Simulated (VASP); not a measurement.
# La (Im-3m) in VASP: a series of runs

Runs on La. Level: BLYP. Tasks: single point.

All numbers are computed with VASP 6.6.1; they aren't measurements. Logs are shortened: lines on timing, memory, paths and dates and some standing lists are left out, and cuts for length are marked.

## 1. The cell of the first run

It takes space group Im-3m (No. 229, cubic). Conventional cell: a = 4.153 Å, b = 4.153 Å, c = 4.153 Å, α = 90.00°, β = 90.00°, γ = 90.00°. La (site symmetry m-3m) has 14 La at 3.60 to 4.15 Å within 4.7 Å.

This isn't the form of La at room conditions, which is double hcp.

## 2. Single point, BLYP (35.81 Å³/atom)

The input, INCAR:

```
  AGGAC = 1.0
  AGGAX = 1.0
  ALDAC = 0.0
  ALDAX = 1.0
  ALGO = Normal
  EDIFF = 1E-6
  ENCUT = 520
  GGA = B5
  ISIF = 2
  ISMEAR = -1
  LASPH = True
  LCHARG = False
  LREAL = False
  LWAVE = False
  NBANDS = 12
  NELM = 100
  PREC = Accurate
  SIGMA = 0.1
```

The input, KPOINTS:

```
k-points
0
Gamma
  12 12 12
```

The input, POSCAR:

```
La
1.0
   -2.0764647329      2.0764647329      2.0764647329
    2.0764647329     -2.0764647329      2.0764647329
    2.0764647329      2.0764647329     -2.0764647329
La
1
Direct
    0.0000000000      0.0000000000      0.0000000000
```

Potentials or basis: VASP PAW PBE potentials, release 64 (La).

On the command line:

```console
> cat potpaw_PBE.64/La/POTCAR > POTCAR
> mpirun -np 1 vasp_std > vasp.out
```

OUTCAR:

```text
EDIFF = 1E-6
   ENCUT = 520
   GGA = B5
   ISIF = 2
   ISMEAR = -1
   LASPH = True
   LREAL = False
   NELM = 100
   PREC = Accurate

 ion  position               nearest neighbor table
   1  0.000  0.000  0.000-

  LATTYP: Found a body centered cubic cell.
 ALAT       =     4.1529294658

  Lattice vectors:

 A1 = (  -2.0764647329,   2.0764647329,   2.0764647329)
 A2 = (   2.0764647329,  -2.0764647329,   2.0764647329)
 A3 = (   2.0764647329,   2.0764647329,  -2.0764647329)

Analysis of symmetry for initial positions (statically):
=====================================================================
 Subroutine PRICEL returns:
 Original cell was already a primitive cell.

 Routine SETGRP: Setting up the symmetry group for a
 body centered cubic supercell.

 Subroutine GETGRP returns: Found 48 space group operations
 (whereof 48 operations were pure point group operations)
 out of a pool of 48 trial point group operations.

The static configuration has the point symmetry O_h .

Analysis of symmetry for dynamics (positions and initial velocities):
=====================================================================
 Subroutine PRICEL returns:
 Original cell was already a primitive cell.

 Routine SETGRP: Setting up the symmetry group for a
 body centered cubic supercell.

 Subroutine GETGRP returns: Found 48 space group operations
 (whereof 48 operations were pure point group operations)
 out of a pool of 48 trial point group operations.

The dynamic configuration has the point symmetry O_h .

 Subroutine INISYM returns: Found 48 space group operations
 (whereof 48 operations are pure point group operations),
 and found     1 'primitive' translations

----------------------------------------------------------------------------------------

                                     Primitive cell

  volume of cell :      35.8124

  direct lattice vectors                    reciprocal lattice vectors
    -2.076464733  2.076464733  2.076464733     0.000000000  0.240793880  0.240793880
     2.076464733 -2.076464733  2.076464733     0.240793880  0.000000000  0.240793880
     2.076464733  2.076464733 -2.076464733     0.240793880  0.240793880  0.000000000

  length of vectors
     3.596542418  3.596542418  3.596542418     0.340533971  0.340533971  0.340533971

  position of ions in fractional coordinates (direct lattice)
     0.000000000  0.000000000  0.000000000

  ion indices of the primitive-cell ions
   primitive index   ion index
                 1           1

----------------------------------------------------------------------------------------

 KPOINTS: k-points

Automatic generation of k-mesh.
 Grid dimensions read from file:
 generate k-points for:   12   12   12

 Generating k-lattice:

  Cartesian coordinates                     Fractional coordinates (reciprocal lattice)
     0.000000000  0.020066157  0.020066157     0.083333333  0.000000000  0.000000000
     0.020066157  0.000000000  0.020066157     0.000000000  0.083333333  0.000000000
     0.020066157  0.020066157  0.000000000     0.000000000  0.000000000  0.083333333

  Length of vectors
     0.028377831  0.028377831  0.028377831

  Shift w.r.t. Gamma in fractional coordinates (k-lattice)
     0.000000000  0.000000000  0.000000000

 Subroutine IBZKPT returns following result:
 ===========================================

 Found     72 irreducible k-points:

 Following reciprocal coordinates:
            Coordinates               Weight
  0.000000  0.000000  0.000000      1.000000
  0.083333  0.000000  0.000000     12.000000
  0.166667  0.000000  0.000000     12.000000
  0.250000  0.000000  0.000000     12.000000
  0.333333  0.000000  0.000000     12.000000
  0.416667  0.000000  0.000000     12.000000
[... 16 lines left out ...]
  0.333333  0.083333  0.083333     24.000000
  0.416667  0.083333  0.083333     12.000000
 [... further k-points ...]
   k-points           NKPTS =     72   k-points in BZ     NKDIM =     72   number of bands    NBANDS=     12
   number of dos      NEDOS =    301   number of ions     NIONS =      1
   total plane-waves  NPLWV =  21952
   dimension x,y,z NGX =    28 NGY =   28 NGZ =   28
   dimension x,y,z NGXF=    56 NGYF=   56 NGZF=   56
   ions per type =               1
   NGX,Y,Z   is equivalent  to a cutoff of  12.94, 12.94, 12.94 a.u.
   NGXF,Y,Z  is equivalent  to a cutoff of  25.89, 25.89, 25.89 a.u.
 SYSTEM =  unknown system
   PREC   = accura    normal or accurate (medium, high low for compatibility)
   ISTART =      0    job   : 0-new  1-cont  2-samecut
   ICHARG =      2    charge: 1-file 2-atom 10-const
   ISPIN  =      1    spin polarized calculation?
   LNONCOLLINEAR =      F non collinear calculations
   LSORBIT =      F    spin-orbit coupling
   LASPH  =      T    aspherical Exc in radial PAW
   ENCUT  =  520.0 eV  38.22 Ry    6.18 a.u.   6.69  6.69  6.69*2*pi/ulx,y,z
   NELM   =    100;   NELMIN=  2; NELMDL= -5     # of ELM steps
   EDIFF  = 0.1E-05   stopping-criterion for ELM
   LREAL  =      F    real-space projection
   EDIFFG = 0.1E-04   stopping-criterion for IOM
   NSW    =      0    number of steps for IOM
   IBRION =     -1    ionic relax: 0-MD 1-quasi-New 2-CG
   NFREE  =      0    steps in history (QN), initial steepest desc. (CG)
   ISIF   =      2    stress and relaxation
   ISYM   =      2    0-nonsym 1-usesym 2-fastsym
   POTIM  = 0.5000    time-step for ionic-motion
   TEBEG  =    0.0;   TEEND  =   0.0 temperature during run
   PSTRESS=    0.0 pullay stress
   NELECT =      11.0000    total number of electrons
   NUPDOWN=      -1.0000    fix difference up-down
   EMIN   =  10.00;   EMAX   =-10.00  energy-range for DOS
   EFERMI =   0.00;   METHOD = LEGACY
   ISMEAR =    -1;   SIGMA  =   0.10  broadening in eV -4-tet -1-fermi 0-gaus
   EFERMI_NEDOS =   21; number of points for ismear=-14 and -15
   IALGO  =     38    algorithm
   IMIX   =      4    mixing-type and parameters
     AMIX     =   0.40;   BMIX     =  1.00
     AMIX_MAG =   1.60;   BMIX_MAG =  1.00
  volume/ion in A,a.u.               =      35.81       241.67
  Fermi-wavevector in a.u.,A,eV,Ry     =   1.104573  2.087341 16.600223  1.220082
  Thomas-Fermi vector in A             =   2.241048
   LORBIT       =      0    0 simple, 1 ext, 2 COOP (PROOUT), +10 PAW based schemes
   GGA     = B5    functional components
   LHFCALC =     F    Hartree Fock is set to
   AEXX    =    0.0000 exact exchange contribution
   IVDW    =     0    specifies the selected vdW correction
   LEPSILON=     F    determine dielectric tensor
   LRPA    =     F    only Hartree local field effects (RPA)
 non-spin polarized calculation
  energy-cutoff  :      520.00
  volume of cell :       35.81
 maximum number of plane-waves:       978
   NGX = 13   NGY = 13   NGZ = 13

 number of electron      11.0000001 magnetization

 Free energy of the ion-electron system (eV)
  ---------------------------------------------------
  ext. energy  EPLUGINS =         0.00000000
  ---------------------------------------------------
  free energy    TOTEN  =        -3.82818275 eV

  energy without entropy =       -3.74105061  energy(sigma->0) =       -3.78461668

 E-fermi :   8.7457     XC(G=0):  -9.1462

 val. band max:        8.7400841545   @ k =   0.2500   0.1667  -0.0000
 cond. band min:       8.7519372630   @ k =   0.1667   0.1667   0.0833
 fundamental gap:      0.0118531086
 Fermi energy:         8.7457359495

 k-point     1 :       0.0000    0.0000    0.0000
  band No.  band energies     occupation
      1     -24.1343      2.00000
      2      -7.0475      2.00000
      3      -7.0475      2.00000
      4      -7.0475      2.00000
      5       5.6929      2.00000
      6      10.1246      0.00000
      7      10.1246      0.00000
      8      10.1246      0.00000
      9      10.2177      0.00000
     10      10.2177      0.00000
     11      10.2177      0.00000
     12      10.8879      0.00000

 k-point     2 :       0.0833    0.0000    0.0000
  band No.  band energies     occupation
      1     -24.1188      2.00000
      2      -7.1637      2.00000
      3      -7.0813      2.00000
      4      -7.0491      2.00000
      5       5.9231      2.00000
      6       9.8221      0.00004
      7       9.8350      0.00004
      8      10.1180      0.00000
      9      10.2761      0.00000
     10      10.4201      0.00000
     11      10.4262      0.00000
     12      10.8772      0.00000

 k-point     3 :       0.1667    0.0000    0.0000
  band No.  band energies     occupation
      1     -24.0760      2.00000
      2      -7.4675      2.00000
      3      -7.1718      2.00000
      4      -7.0533      2.00000
      5       6.5070      2.00000
      6       9.4538      0.00168
      7       9.4600      0.00158
      8      10.1056      0.00000
      9      10.3675      0.00000
     10      10.5394      0.00000
     11      10.5770      0.00000
     12      10.8234      0.00000

 k-point     4 :       0.2500    0.0000    0.0000
  band No.  band energies     occupation
      1     -24.0165      2.00000
      2      -7.8557      2.00000
      3      -7.2919      2.00000
      4      -7.0592      2.00000
      5       7.0650      2.00000
      6       9.0811      0.06753
      7       9.3779      0.00359
      8      10.1024      0.00000
      9      10.4263      0.00000
     10      10.5620      0.00000
     11      10.6712      0.00000
     12      10.8017      0.00000

 k-point     5 :       0.3333    0.0000    0.0000
  band No.  band energies     occupation
      1     -23.9560      2.00000
      2      -8.2188      2.00000
      3      -7.4080      2.00000
      4      -7.0652      2.00000
      5       7.1499      2.00000
      6       8.7752      0.85389
      7       9.8478      0.00003
      8      10.1139      0.00000
      9      10.4611      0.00000
     10      10.6047      0.00000
     11      10.7243      0.00000
     12      10.8103      0.00000

 k-point     6 :       0.4167    0.0000    0.0000
  band No.  band energies     occupation
      1     -23.9110      2.00000
      2      -8.4715      2.00000
      3      -7.4907      2.00000
      4      -7.0698      2.00000
      5       7.0015      2.00000
      6       8.5766      1.68892
      7      10.1299      0.00000
      8      10.2136      0.00000
      9      10.4805      0.00000
     10      10.7310      0.00000
     11      10.7511      0.00000
     12      10.8356      0.00000

 k-point     7 :       0.5000    0.0000    0.0000
  band No.  band energies     occupation
      1     -23.8943      2.00000
      2      -8.5615      2.00000
      3      -7.5205      2.00000
      4      -7.0715      2.00000
      5       6.9271      2.00000
      6       8.5080      1.83022
      7      10.1369      0.00000
      8      10.2773      0.00000
      9      10.4868      0.00000
     10      10.7593      0.00000
     11      10.7882      0.00000
     12      10.8495      0.00000

 k-point     8 :       0.0833    0.0833    0.0000
  band No.  band energies     occupation
      1     -24.0896      2.00000
      2      -7.3724      2.00000
      3      -7.1197      2.00000
      4      -7.0769      2.00000
      5       6.3382      2.00000
      6       9.5291      0.00079
      7       9.5634      0.00056
      8      10.1145      0.00000
      9      10.3481      0.00000
     10      10.5287      0.00000
     11      10.5312      0.00000
     12      10.8442      0.00000
[... 166 lines left out ...]
 k-point    20 :       0.0833    0.0833    0.0833
  band No.  band energies     occupation
      1     -24.0512      2.00000
      2      -7.6538      2.00000
      3      -7.1312      2.00000
      4      -7.1312      2.00000
      5       6.8630      2.00000
      6       9.1995      0.02118
      7       9.1995      0.02118
      8      10.2398      0.00000
      9      10.4800      0.00000
     10      10.5411      0.00000
     11      10.5411      0.00000
     12      10.9096      0.00000

 k-point    21 :       0.1667    0.0833    0.0833
  band No.  band energies     occupation
      1     -23.9981      2.00000
      2      -7.9582      2.00000
      3      -7.2712      2.00000
      4      -7.1471      2.00000
      5       7.4781      1.99999
      6       8.9135      0.31473
      7       9.0161      0.12555
      8      10.2728      0.00000
      9      10.5187      0.00000
     10      10.5682      0.00000
     11      10.5874      0.00000
     12      10.8826      0.00000

 k-point    22 :       0.2500    0.0833    0.0833
  band No.  band energies     occupation
      1     -23.9442      2.00000
      2      -8.2247      2.00000
      3      -7.4341      2.00000
      4      -7.1631      2.00000
      5       7.6242      1.99997
      6       8.6998      1.22591
      7       9.4933      0.00113
      8      10.2724      0.00000
      9      10.5096      0.00000
     10      10.6246      0.00000
     11      10.6532      0.00000
     12      10.8583      0.00000

 k-point    23 :       0.3333    0.0833    0.0833
  band No.  band energies     occupation
      1     -23.9041      2.00000
      2      -8.4054      2.00000
      3      -7.5590      2.00000
      4      -7.1750      2.00000
      5       7.4771      1.99999
      6       8.5686      1.70937
      7      10.1174      0.00000
      8      10.2707      0.00000
      9      10.4940      0.00000
     10      10.7173      0.00000
     11      10.7176      0.00000
     12      10.8405      0.00000

 k-point    24 :       0.4167    0.0833    0.0833
  band No.  band energies     occupation
      1     -23.8894      2.00000
      2      -8.4693      2.00000
      3      -7.6053      2.00000
      4      -7.1793      2.00000
      5       7.4038      2.00000
      6       8.5243      1.80303
      7      10.2707      0.00000
      8      10.2835      0.00000
      9      10.4872      0.00000
     10      10.7499      0.00000
     11      10.7705      0.00000
     12      10.8242      0.00000

 [... further k-points ...]
[... 5 lines left out ...]
  --------------------------------------------------------------------------------------
  -------------------------------------------------------------------------------------
  Total        0.8667644      0.8667644      0.8667644     -0.0000000     -0.0000000     -0.0000000
  in kB       38.7773365     38.7773365     38.7773365     -0.0000000     -0.0000000     -0.0000000
  external PRESSURE =      38.7773365 kB  Pullay stress =       0.0000000 kB

 VOLUME and BASIS-vectors are now :
 -----------------------------------------------------------------------------
  energy-cutoff  :      520.00
  volume of cell :       35.81
      direct lattice vectors                 reciprocal lattice vectors
    -2.076464733  2.076464733  2.076464733     0.000000000  0.240793880  0.240793880
     2.076464733 -2.076464733  2.076464733     0.240793880  0.000000000  0.240793880
     2.076464733  2.076464733 -2.076464733     0.240793880  0.240793880  0.000000000

 POSITION                                       TOTAL-FORCE (eV/Angst)
 -----------------------------------------------------------------------------------
      0.00000      0.00000      0.00000         0.000000      0.000000      0.000000
 -----------------------------------------------------------------------------------
    total drift:                               -0.000000      0.000000      0.000000

  FREE ENERGIE OF THE ION-ELECTRON SYSTEM (eV)
  ---------------------------------------------------
  free  energy   TOTEN  =        -3.8281827548 eV

  energy  without entropy=       -3.7410506089  energy(sigma->0) =       -3.78461668
```

Wall time 45 s (1 thread of Intel Xeon Platinum 8375C at 2.90GHz (Ice Lake), shared host); peak memory 0.19 GiB.

What came out:

- Free energy: -3.8282 eV
- Pressure: 3.9 GPa
- Band gap on the k mesh: zero (an odd number of electrons rules out a gap without spin polarisation)

Levels at points of the mesh, in eV from the Fermi level:
| k point | band 3 | band 4 | band 5 | band 6 | band 7 | band 8 | band 9 | band 10 |
| --- | --- | --- | --- | --- | --- | --- | --- | --- |
| (0.00, 0.00, 0.00) | -15.79 | -15.79 | -3.05 | 1.38 | 1.38 | 1.38 | 1.47 | 1.47 |
| (0.50, 0.00, 0.00) | -16.27 | -15.82 | -1.82 | -0.24 | 1.39 | 1.53 | 1.74 | 2.01 |
| (0.50, 0.50, 0.50) | -16.81 | -16.81 | -1.96 | -1.96 | 1.53 | 1.72 | 1.72 | 1.72 |

Caveat: the cell stands under pressure; the PAW data sets were made with another functional, which shifts forces and pressure a little; spin-orbit coupling is left out, which moves the levels of the heavy elements.

[end of part 1 of 2]
